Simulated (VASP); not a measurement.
A run of VASP 6.6.1:

INCAR

```
SYSTEM = ZnO
PREC = Accurate
ENCUT = 520
EDIFF = 1E-6
ISMEAR = -1
SIGMA = 0.02
LREAL = .FALSE.
LASPH = .TRUE.
NELM = 60
ALGO = Normal
ISIF = 2
LWAVE = .FALSE.
LCHARG = .FALSE.
GGA = PE
NBANDS = 26
```

File KPOINTS:

```
regular mesh
0
G
  11 11 6
  0 0 0
```

File POSCAR:

```
ZnO
1.0
    3.2493987239      0.0000000000      0.0000000000
   -1.6246993619      2.8140618419      0.0000000000
    0.0000000000      0.0000000000      5.3078760000
Zn O
2 2
Direct
    0.3333333333      0.6666666667      0.0000000000
    0.6666666667      0.3333333333      0.5000000000
    0.3333333333      0.6666666667      0.3821000000
    0.6666666667      0.3333333333      0.8821000000
```

Potentials or basis: VASP PAW PBE potentials, release 64 (Zn, O).

Launch:

```sh
$ cat potpaw_PBE.64/Zn/POTCAR potpaw_PBE.64/O/POTCAR > POTCAR
$ mpirun -np 1 vasp_std > vasp.out
```

Hardware: 1 thread of Intel(R) Xeon(R) 6975P-C (Granite Rapids), with other jobs on the host.

Task: Estimate the wall time of this run.

Result: Run time: 31 s on 1 thread of Intel(R) Xeon(R) 6975P-C (Granite Rapids) (shared host), peak memory 0.19 GiB. Counts: scf iterations 15, k points 64.
